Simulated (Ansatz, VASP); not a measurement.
## Ti in VASP and in Ansatz

```
Ti
1.0
    -1.53817    1.53817    1.53817
     1.53817   -1.53817    1.53817
     1.53817    1.53817   -1.53817
Ti
1
Direct
  0.00000 0.00000 0.00000
```

Alike in both runs: task single point; functional PBEsol; k mesh 22 × 22 × 22; occupations gaussian, width 0.15 eV; no spin polarisation.

|  | VASP | Ansatz |
| --- | --- | --- |
| version | VASP 6.6.1 | Ansatz 0.2.0 |
| potentials or method | VASP PAW PBE potentials, release 64 (Ti_sv), cutoff 520 eV | scalar-relativistic, plane waves, PAW |
| valence electrons in the cell | 12 | 12 |

```csv
,VASP,Ansatz,Ansatz less VASP
gap on the k mesh at the Fermi level (eV),none,none,-
pressure (GPa),17.1,17.7,+0.65
```

VASP's potentials were made for PBE, not for PBEsol. A gap of «none» marks a metal or a gap that the smearing closes.
